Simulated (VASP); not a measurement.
**TaN: single point with PBE**

The system is TaN.

```
CELL_PARAMETERS angstrom
2.73231 0.00000 0.00000
0.00000 2.73231 0.00000
0.00000 0.00000 2.73231
ATOMIC_POSITIONS crystal
Ta 0.00000 0.00000 0.00000
N 0.50000 0.50000 0.50000
```

```yaml
Program: VASP 6.6.1
Task: single point
Functional: PBE
Potentials_or_basis: VASP PAW PBE potentials, release 64 (Ta_pv, N)
Cutoff: 520 eV
k_mesh: 10 × 10 × 10
Occupations: fermi-dirac, width 0.05 eV
Spin: no spin polarisation
```

* Pressure: 6.8 GPa
* Band gap on the k mesh: zero (band 8 reaches 15.72 eV, above the bottom of band 9 at 6.77 eV)

Levels at points of the mesh, in eV from the Fermi level:
```csv
k point,band 5,band 6,band 7,band 8,band 9,band 10,band 11,band 12
"(0.00, 0.00, 0.00)",-4.93,-4.93,-2.76,-2.76,-2.76,2.41,3.94,3.94
"(0.50, 0.00, 0.00)",-10.11,-4.71,-4.71,-3.71,3.87,4.54,5.29,5.29
"(0.50, 0.50, 0.00)",-6.01,-6.01,-3.79,-2.11,0.67,0.67,0.78,6.89
"(0.50, 0.50, 0.50)",-9.20,-9.20,-9.20,6.19,6.19,6.19,7.19,7.19
```

It took 6.9 s on 1 thread of AMD EPYC 9R45 (Zen 5), with other jobs on the host, peak memory 0.1 GiB.

Caveat: spin-orbit coupling is left out, which moves the levels of the heavy elements.
